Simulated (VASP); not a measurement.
Runs of VASP 6.6.1 on BP. The structure is that of space group F-43m (No. 216), or close to it. The cells are those of the table. 

| task | cell | gap on the mesh (eV) | pressure (GPa) |
| --- | --- | --- | --- |
| relaxation of cell and atoms | relaxed to 2 GPa from a = 3.209 Å, angles 60.0°, 2 atoms | 1.26 | 2.0 |
| single point | a = 3.216 Å, angles 60.0°, 2 atoms | 1.28 | (b) |
| single point | a = 3.203 Å, angles 60.0°, 2 atoms | 1.26 | (a) |
| relaxation of cell and atoms | relaxed to 10 GPa from a = 3.209 Å, angles 60.0°, 2 atoms | 1.21 | 9.9 |
| single point | a = 3.230 Å, angles 60.0°, 2 atoms | 1.29 | -2.2 |

Alike in all rows: level PBE; potentials or basis VASP PAW PBE potentials, release 64 (B, P); no spin polarisation; k mesh 8 × 8 × 8; cutoff (eV) 500; smearing gaussian 0.01 eV.

Estimate the missing entries.

(a) 1.8; (b) -0.2.

Caveats: the cell is relaxed towards a set pressure, so the run minimises the enthalpy, not the energy (at least some runs).

A k mesh can miss the band edges.
